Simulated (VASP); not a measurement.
# SiNi3 (Pm-3m) in VASP: further runs, part 2 of 2

VASP 6.6.1. The steps go on from the part before.

## (5) Single point, PBEsol, collinear spin, ferromagnetic start

This run uses another cell than the first one, of 10.66 Å³/atom.

The input, INCAR:

```
SYSTEM = SiNi3
PREC = Accurate
ENCUT = 590
EDIFF = 1E-6
ISMEAR = -1
SIGMA = 0.05
LREAL = .FALSE.
LASPH = .TRUE.
NELM = 200
ALGO = Normal
ISIF = 2
LWAVE = .FALSE.
LCHARG = .FALSE.
ISPIN = 2
MAGMOM = 1 1 1 0
LORBIT = 11
LMAXMIX = 4
GGA = PS
NBANDS = 41
GGA_COMPAT = .FALSE.
```

The input, KPOINTS:

```
regular mesh
0
G
  8 8 8
  0 0 0
```

The input, POSCAR:

```
SiNi3
1.0
    3.4941292669      0.0000000000      0.0000000000
    0.0000000000      3.4941292669      0.0000000000
    0.0000000000      0.0000000000      3.4941292669
Ni Si
3 1
Direct
    0.5000000000      0.5000000000      0.0000000000
    0.5000000000      0.0000000000      0.5000000000
    0.0000000000      0.5000000000      0.5000000000
    0.0000000000      0.0000000000      0.0000000000
```

Potentials or basis: VASP PAW PBE potentials, release 64 (Ni_sv_GW, Si).

Command:

```console
> cat potpaw_PBE.64/Ni_sv_GW/POTCAR potpaw_PBE.64/Si/POTCAR > POTCAR
> mpirun -np 1 vasp_std > vasp.out
```

OUTCAR:

```text
SYSTEM = SiNi3
   PREC = Accurate
   ENCUT = 590
   EDIFF = 1E-6
   ISMEAR = -1
   LREAL = .FALSE.
   LASPH = .TRUE.
   NELM = 200
   ISIF = 2
   ISPIN = 2
   LORBIT = 11
   GGA = PS

 ion  position               nearest neighbor table
   1  0.500  0.500  0.000-   2 2.47   3 2.47   4 2.47   2 2.47   3 2.47   2 2.47   4 2.47   2 2.47
                             3 2.47   4 2.47   3 2.47   4 2.47
   2  0.500  0.000  0.500-   1 2.47   3 2.47   4 2.47   1 2.47   4 2.47   1 2.47   3 2.47   1 2.47
                             3 2.47   4 2.47   4 2.47   3 2.47
   3  0.000  0.500  0.500-   1 2.47   2 2.47   4 2.47   1 2.47   4 2.47   2 2.47   4 2.47   4 2.47
                             1 2.47   2 2.47   1 2.47   2 2.47
   4  0.000  0.000  0.000-   1 2.47   2 2.47   3 2.47   2 2.47   3 2.47   1 2.47   3 2.47   3 2.47
                             1 2.47   2 2.47   2 2.47   1 2.47

  LATTYP: Found a simple cubic cell.
[... 2350 lines left out ...]
      1.74706      1.74706      0.00000         0.000000      0.000000      0.000000
      1.74706      0.00000      1.74706         0.000000      0.000000      0.000000
      0.00000      1.74706      1.74706         0.000000      0.000000      0.000000
      0.00000      0.00000      0.00000         0.000000      0.000000      0.000000
 -----------------------------------------------------------------------------------
    total drift:                                0.000000      0.000000      0.000000

  FREE ENERGIE OF THE ION-ELECTRON SYSTEM (eV)
  ---------------------------------------------------
  free  energy   TOTEN  =       -29.0643478826 eV

  energy  without entropy=      -29.0463396193  energy(sigma->0) =      -29.05534375

 total charge

# of ion       s       p       d       f       tot
--------------------------------------------------
    1        2.234   6.353   7.862   0.005  16.455
    2        2.234   6.353   7.862   0.005  16.455
    3        2.234   6.353   7.862   0.005  16.455
    4        0.726   0.825   0.000   0.000   1.551
--------------------------------------------------
tot          7.430  19.884  23.586   0.016  50.915

 magnetization (x)

# of ion       s       p       d       f       tot
--------------------------------------------------
    1       -0.000  -0.000   0.000  -0.000   0.000
    2       -0.000  -0.000   0.000  -0.000   0.000
    3       -0.000  -0.000   0.000  -0.000   0.000
    4       -0.000  -0.000   0.000   0.000  -0.000
--------------------------------------------------
tot         -0.000  -0.000   0.001  -0.000   0.001
```

OSZICAR:

```text
N       E                     dE             d eps       ncg     rms          rms(c)
DAV:   1     0.115156209719E+04    0.11516E+04   -0.32651E+04  9184   0.504E+03
DAV:   2     0.888510412165E+02   -0.10627E+04   -0.10198E+04 10575   0.150E+03
DAV:   3    -0.344828914113E+02   -0.12333E+03   -0.11794E+03 11328   0.668E+02
DAV:   4    -0.409657523025E+02   -0.64829E+01   -0.63830E+01 11018   0.142E+02
DAV:   5    -0.413373341433E+02   -0.37158E+00   -0.37049E+00 10469   0.301E+01    0.320E+01
DAV:   6    -0.446406348021E+02   -0.33033E+01   -0.12260E+02  8936   0.631E+02    0.344E+01
DAV:   7    -0.288646352461E+02    0.15776E+02   -0.65876E+01  8437   0.388E+02    0.513E+00
DAV:   8    -0.290908981107E+02   -0.22626E+00   -0.35717E+00 10968   0.432E+01    0.212E+00
DAV:   9    -0.290625797186E+02    0.28318E-01   -0.19562E-01 11004   0.138E+01    0.795E-01
DAV:  10    -0.290635607587E+02   -0.98104E-03   -0.12550E-02 11184   0.418E+00    0.480E-01
DAV:  11    -0.290643843341E+02   -0.82358E-03   -0.90934E-04 10887   0.769E-01    0.210E-01
DAV:  12    -0.290643356243E+02    0.48710E-04   -0.31632E-04 10944   0.786E-01    0.538E-02
DAV:  13    -0.290643471702E+02   -0.11546E-04   -0.21509E-05 10325   0.155E-01    0.182E-02
DAV:  14    -0.290643478826E+02   -0.71234E-06   -0.91255E-07  4728   0.506E-02
   1 F= -.29064348E+02 E0= -.29055344E+02  d E =-.180083E-01  mag=     0.0007
```

stdout:

```text
POSCAR found type information on POSCAR NiSi
 POSCAR found :  2 types and       4 ions
 scaLAPACK will be used
 -----------------------------------------------------------------------------
|                                                                             |
|                                                                             |
|     You enforced a specific xc type in the INCAR file but a different       |
|     I HOPE YOU KNOW WHAT YOU ARE DOING!                                     |
|                                                                             |
 -----------------------------------------------------------------------------

 LDA part: xc-table for (Slater+PW92), standard interpolation
 POSCAR, INCAR and KPOINTS ok, starting setup
 FFT: planning ... GRIDC
 FFT: planning ... GRID_SOFT
 FFT: planning ... GRID
 WAVECAR not read
 entering main loop
```

Run time: 86 s. Hardware: 1 thread of Intel Xeon 6975P-C (Granite Rapids), shared host; peak memory 0.25 GiB.

Results:

| Item | Value |
| --- | --- |
| Free energy | -29.0643 eV |
| Pressure | -9.2 GPa |
| Band gap on the k mesh | zero (filled and empty bands overlap) |
| Net moment | 0.00 μB per cell |
| Valence electrons inside the program's atomic spheres | Ni 16.45; Si 1.55 |

Levels at points of the mesh, in eV from the Fermi level:
Spin up:
```csv
k point,band 26,band 27,band 28,band 29,band 30,band 31,band 32,band 33
"(0.00, 0.00, 0.00)",-0.62,-0.62,-0.29,0.03,0.03,0.03,4.91,6.35
"(0.50, 0.00, 0.00)",-1.32,-1.17,-0.55,0.03,3.65,3.65,5.19,5.22
"(0.50, 0.50, 0.00)",-1.46,-1.13,-1.04,-0.98,0.67,0.67,5.68,6.34
"(0.50, 0.50, 0.50)",-1.26,-1.26,-0.55,-0.21,-0.21,-0.21,1.28,4.02
```
Spin down:
| k point | band 27 | band 28 | band 29 | band 30 | band 31 | band 32 |
| --- | --- | --- | --- | --- | --- | --- |
| (0.00, 0.00, 0.00) | -0.62 | -0.29 | 0.03 | 0.03 | 0.03 | 4.91 |
| (0.50, 0.00, 0.00) | -1.17 | -0.55 | 0.03 | 3.65 | 3.65 | 5.19 |
| (0.50, 0.50, 0.00) | -1.13 | -1.04 | -0.98 | 0.67 | 0.67 | 5.68 |
| (0.50, 0.50, 0.50) | -1.26 | -0.55 | -0.20 | -0.20 | -0.20 | 1.28 |

Caveat: the cell stands under tension; the PAW data sets were made with another functional, which shifts forces and pressure a little.

## (6) Single point, LDA, collinear spin, ferromagnetic start

This run uses another cell than the first one, of 10.44 Å³/atom.

The input, INCAR:

```
PREC = Accurate
ENCUT = 520
EDIFF = 1E-6
ISMEAR = -1
SIGMA = 0.05
LREAL = F
LASPH = T
NELM = 150
ALGO = Normal
ISIF = 2
LWAVE = F
LCHARG = F
ISPIN = 2
MAGMOM = 1 1 1 0
LORBIT = 11
LMAXMIX = 4
GGA = CA
NBANDS = 29
```

The input, KPOINTS:

```
Automatic mesh
0
Gamma
  8 8 8
```

The input, POSCAR:

```
SiNi3
1.0
    3.4696939971      0.0000000000      0.0000000000
    0.0000000000      3.4696939971      0.0000000000
    0.0000000000      0.0000000000      3.4696939971
Ni Si
3 1
Direct
    0.5000000000      0.5000000000      0.0000000000
    0.5000000000      0.0000000000      0.5000000000
    0.0000000000      0.5000000000      0.5000000000
    0.0000000000      0.0000000000      0.0000000000
```

Potentials or basis: VASP PAW LDA potentials, release 64 (Ni, Si).

Command:

```console
> cat potpaw_LDA.64/Ni/POTCAR potpaw_LDA.64/Si/POTCAR > POTCAR
> mpirun -np 1 vasp_std > vasp.out
```

Wall time 31 s (1 thread of Intel Xeon 6975P-C (Granite Rapids), shared host); peak memory 0.18 GiB.

It converged, with:

| Item | Value |
| --- | --- |
| Free energy | -27.8906 eV |
| Pressure | -8.3 GPa |
| Band gap on the k mesh | zero (filled and empty bands overlap) |
| Net moment | 0.00 μB per cell |
| Valence electrons inside the program's atomic spheres | Ni 9.55; Si 1.57 |

Levels at points of the mesh, in eV from the Fermi level:
Spin up:
```tsv
k point	band 13	band 14	band 15	band 16	band 17	band 18	band 19	band 20	band 21	band 22
(0.00, 0.00, 0.00)	-0.87	-0.63	-0.63	-0.30	0.03	0.03	0.03	5.10	6.54	6.54
(0.50, 0.00, 0.00)	-1.39	-1.33	-1.20	-0.56	0.03	3.76	3.76	5.37	5.37	5.39
(0.50, 0.50, 0.00)	-1.49	-1.47	-1.17	-1.05	-1.01	0.70	0.70	5.82	6.51	7.82
(0.50, 0.50, 0.50)	-1.49	-1.31	-1.31	-0.41	-0.22	-0.22	-0.22	1.35	4.17	4.17
```
Spin down:
| k point | band 13 | band 14 | band 15 | band 16 | band 17 | band 18 | band 19 | band 20 | band 21 | band 22 |
| --- | --- | --- | --- | --- | --- | --- | --- | --- | --- | --- |
| (0.00, 0.00, 0.00) | -0.87 | -0.63 | -0.63 | -0.30 | 0.03 | 0.03 | 0.03 | 5.10 | 6.54 | 6.54 |
| (0.50, 0.00, 0.00) | -1.39 | -1.33 | -1.20 | -0.56 | 0.03 | 3.76 | 3.76 | 5.37 | 5.37 | 5.39 |
| (0.50, 0.50, 0.00) | -1.49 | -1.47 | -1.17 | -1.05 | -1.01 | 0.70 | 0.70 | 5.82 | 6.51 | 7.82 |
| (0.50, 0.50, 0.50) | -1.49 | -1.31 | -1.31 | -0.41 | -0.22 | -0.22 | -0.22 | 1.35 | 4.17 | 4.17 |

Caveat: the cell stands under tension.

## (7) The runs side by side

```csv
task,level,potentials or basis,cell,cutoff (eV),gap on the mesh (eV),pressure (GPa),moment (μB)
single point,PBEsol,"VASP PAW PBE potentials, release 64 (Ni, Si)","a = 3.438 Å, 4 atoms",520,none,5.1,0.00
single point,PBEsol,"VASP PAW PBE potentials, release 64 (Ni, Si)","a = 3.461 Å, 4 atoms",520,none,0.1,0.00
relaxation of cell and atoms,PBEsol,"VASP PAW PBE potentials, release 64 (Ni, Si)","relaxed from a = 3.542 Å, 4 atoms",600,none,0.1,0.00
single point,PBEsol,"VASP PAW PBE potentials, release 64 (Ni_sv_GW, Si)","a = 3.494 Å, 4 atoms",590,none,-9.2,0.00
single point,LDA,"VASP PAW LDA potentials, release 64 (Ni, Si)","a = 3.470 Å, 4 atoms",520,none,-8.3,0.00
```

Alike in all rows: spin collinear, ferromagnetic start; k mesh 8 × 8 × 8; smearing fermi-dirac 0.05 eV.

Caveats: the PAW data sets were made with another functional, which shifts forces and pressure a little (at least some runs); the cell stands under tension (at least some runs); the cell stands under pressure (at least some runs).

Total energies depend on the potentials used, so only differences within one code and one set of settings carry meaning.
